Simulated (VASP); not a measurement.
Here is a VASP 6.6.1 calculation.

INCAR

```
SYSTEM = SnSe2
PREC = Accurate
ENCUT = 520
EDIFF = 1E-6
ISMEAR = 0
SIGMA = 0.1
LREAL = .False.
LASPH = .True.
NELM = 60
ALGO = Normal
ISIF = 2
LWAVE = .False.
LCHARG = .False.
GGA = PE
NBANDS = 20
```

File KPOINTS:

```
regular mesh
0
Gamma
  6 6 2
  0 0 0
```

POSCAR

```
SnSe2
1.0
    3.7928129705      0.0000000000      0.0000000000
   -1.8964064852      3.2846723842      0.0000000000
    0.0000000000      0.0000000000     12.3427321906
Sn Se
1 2
Direct
    0.0000000000      0.0000000000      0.0000000000
    0.3333333333      0.6666666667      0.1402373107
    0.3333333333      0.6666666667      0.8597626893
```

Potentials or basis: VASP PAW PBE potentials, release 64 (Sn_d, Se).

Launch:

```sh
$ cat potpaw_PBE.64/Sn_d/POTCAR potpaw_PBE.64/Se/POTCAR > POTCAR
$ mpirun -np 1 vasp_std > vasp.out
```

(1) What does it give for the largest force?

(2) Predict the band gap on the k mesh.

Results:

(1) 0.011 eV/Å.

(2) 0.01 eV (least direct gap 0.50 eV).

Caveat: the smearing spreads over this small gap; there is no dipole correction, which matters where the two faces differ; semilocal functionals underestimate gaps, and a narrow one can read as zero; spin-orbit coupling is left out, which moves the levels of the heavy elements.
